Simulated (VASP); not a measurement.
The system is Tl.

```xyz
2
Lattice="3.4560 0.0000 0.0000 -1.7280 2.9930 0.0000 0.0000 0.0000 5.5250" Properties=species:S:1:pos:R:3 pbc="T T T"
Tl    0.0000    1.9953    1.3813
Tl    1.7280    0.9977    4.1438
```

Base run:

- Program: VASP 6.6.1
- Functional: r2SCAN
- Potentials or basis: VASP PAW PBE potentials, release 64 (Tl_d)
- Cutoff: 520 eV
- k mesh: 11 × 11 × 6
- Occupations: fermi-dirac, width 0.05 eV
- Spin: no spin polarisation

Its results: band gap on the k mesh zero (bands 13 and 14 overlap by 5.82 eV); pressure 1.9 GPa.

Task: The run is repeated on the same cell with these changes: functional from r2SCAN to LDA; potentials or basis from VASP PAW PBE potentials, release 64 (Tl_d) to VASP PAW LDA potentials, release 64 (Tl_d). What comes out?

Result: Band gap on the k mesh zero (bands 13 and 14 overlap by 5.64 eV); pressure -1.7 GPa.

Caveats: spin-orbit coupling is left out, which moves the levels of the heavy elements; the PAW data sets were made with another functional, which shifts forces and pressure a little (at least some runs).
